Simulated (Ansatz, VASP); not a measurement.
MgS: VASP beside Ansatz

INCAR

```
ALGO     = Normal         # electronic algorithm
EDIFF    = 1E-7           # SCF threshold, eV
ENCUT    = 520            # plane-wave cutoff, eV
GGA      = PE             # functional
ISIF     = 2              # what is computed and relaxed
ISMEAR   = -1             # smearing method
LASPH    = True           # aspherical terms in the spheres
LCHARG   = True           # write CHGCAR
LELF     = True           # ELF
LREAL    = False          # projectors in reciprocal space
LVHAR    = True         
LWAVE    = False          # write WAVECAR
NBANDS   = 16             # bands
NELM     = 80             # most SCF steps
PREC     = Accurate       # precision mode
SIGMA    = 0.02           # smearing width, eV
```

Contents of KPOINTS:

```
k-points
0
Gamma
  12 12 4
```

The input POSCAR:

```
MgS
1.0
    4.0286256344      0.0000000000      0.0000000000
   -2.0143128172      3.4888921417      0.0000000000
    0.0000000000      0.0000000000      6.7125684976
Mg S
2 2
Direct
    0.3333333333      0.6666666667      0.0008768639
    0.6666666667      0.3333333333      0.5008768639
    0.3333333333      0.6666666667      0.3741231361
    0.6666666667      0.3333333333      0.8741231361
```

Input for Ansatz:

```yaml
crystal:
  lattice:
    - [4.0286256344, 0.0, 0.0]
    - [-2.0143128172, 3.4888921417, 0.0]
    - [0.0, 0.0, 6.7125684976]
  atoms:
    - { symbol: Mg, position: [0.3333333333, 0.6666666667, 0.0008768639] }
    - { symbol: Mg, position: [0.6666666667, 0.3333333333, 0.5008768639] }
    - { symbol: S, position: [0.3333333333, 0.6666666667, 0.3741231361] }
    - { symbol: S, position: [0.6666666667, 0.3333333333, 0.8741231361] }
kpoints:
  mp_grid: { grid: [12, 12, 4] }
  band_path:
    path:
      - [0.0, 0.0, 0.0]
      - [0.5, 0.0, 0.0]
      - [0.3333333333, 0.3333333333, 0.0]
      - [0.0, 0.0, 0.5]
      - [0.5, 0.0, 0.5]
      - [0.3333333333, 0.3333333333, 0.5]
    npoints: 1
hamiltonian:
  xc: pbe
scf:
  occupations: { method: fermi_dirac, width: 0.02 }
  n_extra_bands: 5
output:
  forces: true
  stress: true
  eigenvalues: true
```

Change from the starting cell: uniaxial_z strain +4.0%.

Alike in both runs: task single point; functional PBE; k mesh 12 × 12 × 4; occupations fermi-dirac, width 0.02 eV; no spin polarisation.

```csv
,VASP,Ansatz
version,VASP 6.6.1,Ansatz 0.2.0
potentials or method,"VASP PAW PBE potentials, release 64 (Mg, S)","plane waves, PAW"
plane-wave cutoff (eV),520,420
valence electrons in the cell,16,32
```

VASP gave:

```
gap on the k mesh at the Fermi level (eV)                     : 3.28
pressure (GPa)                                                : -1.2
traceless stress, the component that is largest in VASP (GPa) : -1.31
```

Question: Which values does Ansatz return?

Answer: gap on the k mesh at the Fermi level (eV): 3.29; pressure (GPa): -1.1; traceless stress, the component that is largest in VASP (GPa): -1.31.

VASP's potentials hold 16 valence electrons a cell and Ansatz's 32, so a difference there can come from the potentials and not from the codes.
